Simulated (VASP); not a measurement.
# Sc2Al (P6_3/mmc) in VASP: further runs

The runs below take Sc2Al through single point, with PBEsol.

Everything below comes from runs of VASP 6.6.1. Logs are shortened: lines on timing, memory, paths and dates and some standing lists are left out, and cuts for length are marked.

## Step 1: The cell of the first run

The structure is hexagonal, space group P6_3/mmc (No. 194). The conventional cell has a = 4.608 Å, b = 4.608 Å, c = 6.238 Å, α = 90.00°, β = 90.00°, γ = 120.00°. Sc (site symmetry -3m) has 8 Sc at 3.08 to 3.12 Å and 6 Al at 3.08 Å within 4.1 Å. Sc (site symmetry -6m2) has 5 Al at 2.66 to 3.12 Å and 6 Sc at 3.08 Å within 3.5 Å. Al (site symmetry -6m2) has 11 Sc at 2.66 to 3.12 Å within 3.5 Å.

## Step 2: Single point, PBEsol (strain -0.050 along x and y, +0.025 along z)

Input file INCAR:

```
PREC = Accurate
ENCUT = 520
EDIFF = 1E-6
ISMEAR = 0
SIGMA = 0.15
LREAL = False
LASPH = True
NELM = 100
ALGO = Fast
ISIF = 2
LWAVE = False
LCHARG = False
GGA = PS
NBANDS = 34
```

Input file KPOINTS:

```
regular mesh
0
Gamma
  12 12 8
```

Input file POSCAR:

```
Sc2Al
1.0
    4.6083540236      0.0000000000      0.0000000000
   -2.3041770118      3.9909516541      0.0000000000
    0.0000000000      0.0000000000      6.2375876032
Sc Al
4 2
Direct
    0.0000000000      0.0000000000      0.0000000000
    0.0000000000      0.0000000000      0.5000000000
    0.3333333333      0.6666666667      0.7500000000
    0.6666666667      0.3333333333      0.2500000000
    0.3333333333      0.6666666667      0.2500000000
    0.6666666667      0.3333333333      0.7500000000
```

Potentials or basis: VASP PAW PBE potentials, release 64 (Sc_sv, Al).

Started as:

```sh
$ cat potpaw_PBE.64/Sc_sv/POTCAR potpaw_PBE.64/Al/POTCAR > POTCAR
$ mpirun -np 1 vasp_std > vasp.out
```

OUTCAR:

```text
PREC = Accurate
   ENCUT = 520
   EDIFF = 1E-6
   ISMEAR = 0
   LREAL = False
   LASPH = True
   NELM = 100
   ISIF = 2
   GGA = PS

 ion  position               nearest neighbor table
   1  0.000  0.000  0.000-   3 3.08   4 3.08   5 3.08   6 3.08   4 3.08   6 3.08   3 3.08   5 3.08
                             4 3.08   6 3.08   3 3.08   5 3.08   2 3.12   2 3.12
   2  0.000  0.000  0.500-   3 3.08   4 3.08   5 3.08   6 3.08   4 3.08   6 3.08   3 3.08   5 3.08
                             4 3.08   6 3.08   3 3.08   5 3.08   1 3.12   1 3.12
   3  0.333  0.667  0.750-   6 2.66   6 2.66   6 2.66   1 3.08   2 3.08   2 3.08   1 3.08   2 3.08
                             1 3.08   5 3.12   5 3.12
   4  0.667  0.333  0.250-   5 2.66   5 2.66   5 2.66   1 3.08   2 3.08   1 3.08   2 3.08   1 3.08
                             2 3.08   6 3.12   6 3.12
   5  0.333  0.667  0.250-   4 2.66   4 2.66   4 2.66   1 3.08   2 3.08   2 3.08   1 3.08   2 3.08
                             1 3.08   3 3.12   3 3.12
   6  0.667  0.333  0.750-   3 2.66   3 2.66   3 2.66   1 3.08   2 3.08   1 3.08   2 3.08   1 3.08
                             2 3.08   4 3.12   4 3.12

  LATTYP: Found a hexagonal cell.
 ALAT       =     4.6083540236
 C/A-ratio  =     1.3535391533

  Lattice vectors:

 A1 = (   4.6083540236,   0.0000000000,   0.0000000000)
 A2 = (  -2.3041770118,   3.9909516541,   0.0000000000)
 A3 = (   0.0000000000,   0.0000000000,   6.2375876032)

Analysis of symmetry for initial positions (statically):
=====================================================================
 Subroutine PRICEL returns:
 Original cell was already a primitive cell.

 Routine SETGRP: Setting up the symmetry group for a
 hexagonal supercell.

 Subroutine GETGRP returns: Found 24 space group operations
 (whereof 12 operations were pure point group operations)
 out of a pool of 24 trial point group operations.

The static configuration has the point symmetry D_3d.
 The point group associated with its full space group is D_6h.

Analysis of symmetry for dynamics (positions and initial velocities):
=====================================================================
 Subroutine PRICEL returns:
 Original cell was already a primitive cell.

 Routine SETGRP: Setting up the symmetry group for a
 hexagonal supercell.

 Subroutine GETGRP returns: Found 24 space group operations
 (whereof 12 operations were pure point group operations)
 out of a pool of 24 trial point group operations.

The dynamic configuration has the point symmetry D_3d.
 The point group associated with its full space group is D_6h.

 Subroutine INISYM returns: Found 24 space group operations
 (whereof 12 operations are pure point group operations),
 and found     1 'primitive' translations

----------------------------------------------------------------------------------------

                                     Primitive cell

  volume of cell :     114.7200

  direct lattice vectors                    reciprocal lattice vectors
     4.608354024  0.000000000  0.000000000     0.216997217  0.125283402  0.000000000
    -2.304177012  3.990951654  0.000000000     0.000000000  0.250566804  0.000000000
     0.000000000  0.000000000  6.237587603     0.000000000  0.000000000  0.160318390

  length of vectors
     4.608354024  4.608354024  6.237587603     0.250566804  0.250566804  0.160318390

  position of ions in fractional coordinates (direct lattice)
     0.000000000  0.000000000  0.000000000
     0.000000000  0.000000000  0.500000000
     0.333333333  0.666666667  0.750000000
     0.666666667  0.333333333  0.250000000
     0.333333333  0.666666667  0.250000000
     0.666666667  0.333333333  0.750000000

  ion indices of the primitive-cell ions
   primitive index   ion index
                 1           1
                 2           2
                 3           3
                 4           4
                 5           5
                 6           6

----------------------------------------------------------------------------------------

 KPOINTS: regular mesh

Automatic generation of k-mesh.
 Grid dimensions read from file:
 generate k-points for:   12   12    8

 Generating k-lattice:

  Cartesian coordinates                     Fractional coordinates (reciprocal lattice)
     0.018083101  0.010440283  0.000000000     0.083333333  0.000000000  0.000000000
     0.000000000  0.020880567  0.000000000     0.000000000  0.083333333  0.000000000
     0.000000000  0.000000000  0.020039799     0.000000000  0.000000000  0.125000000

  Length of vectors
     0.020880567  0.020880567  0.020039799

  Shift w.r.t. Gamma in fractional coordinates (k-lattice)
     0.000000000  0.000000000  0.000000000

 Subroutine IBZKPT returns following result:
 ===========================================

 Found     95 irreducible k-points:

 Following reciprocal coordinates:
            Coordinates               Weight
  0.000000  0.000000  0.000000      1.000000
  0.083333 -0.000000  0.000000      6.000000
  0.166667 -0.000000  0.000000      6.000000
  0.250000  0.000000  0.000000      6.000000
  0.333333  0.000000  0.000000      6.000000
  0.416667 -0.000000  0.000000      6.000000
[... 16 lines left out ...]
  0.250000  0.000000  0.125000     12.000000
  0.333333  0.000000  0.125000     12.000000
 [... further k-points ...]
   k-points           NKPTS =     95   k-points in BZ     NKDIM =     95   number of bands    NBANDS=     34
   number of dos      NEDOS =    301   number of ions     NIONS =      6
   total plane-waves  NPLWV =  62208
   dimension x,y,z NGX =    36 NGY =   36 NGZ =   48
   dimension x,y,z NGXF=    72 NGYF=   72 NGZF=   96
   ions per type =               4   2
   NGX,Y,Z   is equivalent  to a cutoff of  12.99, 12.99, 12.79 a.u.
   NGXF,Y,Z  is equivalent  to a cutoff of  25.97, 25.97, 25.59 a.u.
 SYSTEM =  unknown system
   PREC   = accura    normal or accurate (medium, high low for compatibility)
   ISTART =      0    job   : 0-new  1-cont  2-samecut
   ICHARG =      2    charge: 1-file 2-atom 10-const
   ISPIN  =      1    spin polarized calculation?
   LNONCOLLINEAR =      F non collinear calculations
   LSORBIT =      F    spin-orbit coupling
   LASPH  =      T    aspherical Exc in radial PAW
   ENCUT  =  520.0 eV  38.22 Ry    6.18 a.u.   8.57  8.57 11.60*2*pi/ulx,y,z
   NELM   =    100;   NELMIN=  2; NELMDL= -5     # of ELM steps
   EDIFF  = 0.1E-05   stopping-criterion for ELM
   LREAL  =      F    real-space projection
   EDIFFG = 0.1E-04   stopping-criterion for IOM
   NSW    =      0    number of steps for IOM
   IBRION =     -1    ionic relax: 0-MD 1-quasi-New 2-CG
   NFREE  =      0    steps in history (QN), initial steepest desc. (CG)
   ISIF   =      2    stress and relaxation
   ISYM   =      2    0-nonsym 1-usesym 2-fastsym
   POTIM  = 0.5000    time-step for ionic-motion
   TEBEG  =    0.0;   TEEND  =   0.0 temperature during run
   PSTRESS=    0.0 pullay stress
   NELECT =      50.0000    total number of electrons
   NUPDOWN=      -1.0000    fix difference up-down
   EMIN   =  10.00;   EMAX   =-10.00  energy-range for DOS
   EFERMI =   0.00;   METHOD = LEGACY
   ISMEAR =     0;   SIGMA  =   0.15  broadening in eV -4-tet -1-fermi 0-gaus
   EFERMI_NEDOS =   21; number of points for ismear=-14 and -15
   IALGO  =     68    algorithm
   IMIX   =      4    mixing-type and parameters
     AMIX     =   0.40;   BMIX     =  1.00
     AMIX_MAG =   1.60;   BMIX_MAG =  1.00
  volume/ion in A,a.u.               =      19.12       129.03
  Fermi-wavevector in a.u.,A,eV,Ry     =   1.241229  2.345582 20.961801  1.540649
  Thomas-Fermi vector in A             =   2.375636
   LORBIT       =      0    0 simple, 1 ext, 2 COOP (PROOUT), +10 PAW based schemes
   GGA     = PS    functional components
   LHFCALC =     F    Hartree Fock is set to
   AEXX    =    0.0000 exact exchange contribution
   IVDW    =     0    specifies the selected vdW correction
   LEPSILON=     F    determine dielectric tensor
   LRPA    =     F    only Hartree local field effects (RPA)
 non-spin polarized calculation
 RMM-DIIS sequential band-by-band and
 Gauss-broadening in eV      SIGMA  =   0.15
  energy-cutoff  :      520.00
  volume of cell :      114.72
 maximum number of plane-waves:      3131
 NGX is ok and might be reduce to    36
   NGX = 17   NGY = 17   NGZ = 23

 number of electron      49.9999981 magnetization

 Free energy of the ion-electron system (eV)
  ---------------------------------------------------
  ext. energy  EPLUGINS =         0.00000000
  ---------------------------------------------------
  free energy    TOTEN  =       -36.33911611 eV

  energy without entropy =      -36.25623371  energy(sigma->0) =      -36.29767491

 E-fermi :   5.5069     XC(G=0): -10.6237

 val. band max:        5.5066612354   @ k =   0.4167   0.1667   0.0000
 cond. band min:       5.5154224033   @ k =   0.3333   0.1667   0.0000
 fundamental gap:      0.0087611679
 Fermi energy:         5.5068548266

 k-point     1 :       0.0000    0.0000    0.0000
  band No.  band energies     occupation
      1     -43.5427      2.00000
      2     -43.4857      2.00000
      3     -43.3595      2.00000
      4     -43.3412      2.00000
      5     -22.4095      2.00000
      6     -22.4095      2.00000
[... 26 lines left out ...]
     33       8.2699      0.00000
     34       9.1592      0.00000

 k-point     2 :       0.0833   -0.0000    0.0000
  band No.  band energies     occupation
      1     -43.5416      2.00000
      2     -43.4857      2.00000
      3     -43.3595      2.00000
      4     -43.3423      2.00000
      5     -22.4133      2.00000
      6     -22.4098      2.00000
[... 26 lines left out ...]
     33       8.2865      0.00000
     34       9.2199      0.00000

 k-point     3 :       0.1667   -0.0000    0.0000
  band No.  band energies     occupation
      1     -43.5384      2.00000
      2     -43.4856      2.00000
      3     -43.3595      2.00000
      4     -43.3453      2.00000
      5     -22.4323      2.00000
      6     -22.4232      2.00000
[... 26 lines left out ...]
     33       8.1883      0.00000
     34       8.4026      0.00000
[... 704 lines left out ...]
 k-point    23 :       0.2500    0.0000    0.1250
  band No.  band energies     occupation
      1     -43.5321      2.00000
      2     -43.4875      2.00000
      3     -43.3591      2.00000
      4     -43.3498      2.00000
      5     -22.4523      2.00000
      6     -22.4315      2.00000
[... 26 lines left out ...]
     33       8.0738      0.00000
     34       8.3656      0.00000

 k-point    24 :       0.3333    0.0000    0.1250
  band No.  band energies     occupation
      1     -43.5274      2.00000
      2     -43.4872      2.00000
      3     -43.3596      2.00000
      4     -43.3540      2.00000
      5     -22.4765      2.00000
      6     -22.4431      2.00000
[... 26 lines left out ...]
     33       7.6648      0.00000
     34       8.1406      0.00000

 [... further k-points ...]
[... 5 lines left out ...]
  --------------------------------------------------------------------------------------
  -------------------------------------------------------------------------------------
  Total        8.3424610      8.3424610      0.1018502     -0.0000000      0.0000000      0.0000000
  in kB      116.5106995    116.5106995      1.4224380     -0.0000000      0.0000000      0.0000000
  external PRESSURE =      78.1479456 kB  Pullay stress =       0.0000000 kB

 VOLUME and BASIS-vectors are now :
 -----------------------------------------------------------------------------
  energy-cutoff  :      520.00
  volume of cell :      114.72
      direct lattice vectors                 reciprocal lattice vectors
     4.608354024  0.000000000  0.000000000     0.216997217  0.125283402  0.000000000
    -2.304177012  3.990951654  0.000000000     0.000000000  0.250566804  0.000000000
     0.000000000  0.000000000  6.237587603     0.000000000  0.000000000  0.160318390

 POSITION                                       TOTAL-FORCE (eV/Angst)
 -----------------------------------------------------------------------------------
      0.00000      0.00000      0.00000         0.000000     -0.000000      0.000000
      0.00000      0.00000      3.11879         0.000000     -0.000000      0.000000
     -0.00000      2.66063      4.67819        -0.000000     -0.000000      0.000000
      2.30418      1.33032      1.55940         0.000000      0.000000      0.000000
     -0.00000      2.66063      1.55940         0.000000     -0.000000      0.000000
      2.30418      1.33032      4.67819        -0.000000     -0.000000      0.000000
 -----------------------------------------------------------------------------------
    total drift:                               -0.000000      0.000000     -0.000000

  FREE ENERGIE OF THE ION-ELECTRON SYSTEM (eV)
  ---------------------------------------------------
  free  energy   TOTEN  =       -36.3391161088 eV

  energy  without entropy=      -36.2562337073  energy(sigma->0) =      -36.29767491
```

Wall time 8.5 min (1 thread of Intel Xeon Platinum 8259CL at 2.50GHz (Skylake/Cascade Lake), shared host); peak memory 0.44 GiB.

Results:

```
Free energy            : -36.3391 eV
Pressure               : 7.8 GPa
Band gap on the k mesh : zero (bands 25 and 26 overlap by 0.87 eV)
```

Stress tensor (GPa, compression positive):
```
11.65  0.00  0.00
 0.00 11.65  0.00
 0.00  0.00  0.14
```

Caveat: the cell differs from its parent crystal (strain -0.050 along x and y, +0.025 along z); the stress differs along the axes, from 0 to 12 GPa; the PAW data sets were made with another functional, which shifts forces and pressure a little.

[end of part 1 of 2]
